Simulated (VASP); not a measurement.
# SiNi2: relaxation of cell and atoms with PBE

The system is SiNi2.

```
Si Ni
1.0
     0.00000    2.65980    2.65980
     2.65980    0.00000    2.65980
     2.65980    2.65980    0.00000
Si Ni
1 2
Direct
  0.50000 0.50000 0.50000
  0.75000 0.75000 0.75000
  0.25000 0.25000 0.25000
```

The cell was built from a structure type or drawn by symmetry, and may not be a known phase.

```
Program                : VASP 6.6.1
Task                   : relaxation of cell and atoms
Functional             : PBE
Potentials or basis    : VASP PAW PBE potentials, release 64 (Si, Ni)
Cutoff                 : 600 eV
k mesh                 : 16 × 16 × 16
Occupations            : gaussian, width 0.1 eV
Spin                   : no spin polarisation
Dipole correction      : no
Further INCAR settings : ALGO = Normal; EDIFF = 1e-07; IBRION = 2; EDIFFG = -0.01; NSW = 100; ISIF = 3
```

The pressure after relaxing is 0.0 GPa and the band gap on the k mesh is zero (bands 12 and 13 overlap by 5.32 eV).

Final structure:
```yaml
crystal:
  lattice:
    - [0.00000, 2.65980, 2.65980]
    - [2.65980, 0.00000, 2.65980]
    - [2.65980, 2.65980, 0.00000]
  atoms:
    - { symbol: Si, position: [0.50000, 0.50000, 0.50000] }
    - { symbol: Ni, position: [0.75000, 0.75000, 0.75000] }
    - { symbol: Ni, position: [0.25000, 0.25000, 0.25000] }
```

Levels at points of the mesh, in eV from the Fermi level:
| k point | band 9 | band 10 | band 11 | band 12 | band 13 | band 14 | band 15 | band 16 |
| --- | --- | --- | --- | --- | --- | --- | --- | --- |
| (0.00, 0.00, 0.00) | -1.41 | -0.76 | -0.76 | 4.52 | 4.52 | 4.52 | 4.95 | 4.95 |
| (0.50, 0.00, 0.00) | -2.04 | -2.03 | -2.03 | -1.81 | 3.19 | 3.19 | 5.35 | 5.96 |
| (0.50, 0.50, 0.00) | -2.01 | -1.28 | -0.82 | -0.82 | -0.80 | -0.09 | 3.80 | 4.88 |

It took 2.8 min on 1 thread of Intel Xeon 8259CL (shared host), peak memory 0.25 GiB.

Caveat: the relaxation stopped at its first step, so nothing moved. Spin polarisation is off, so any magnetic state and its effect on volume and gap are missing.
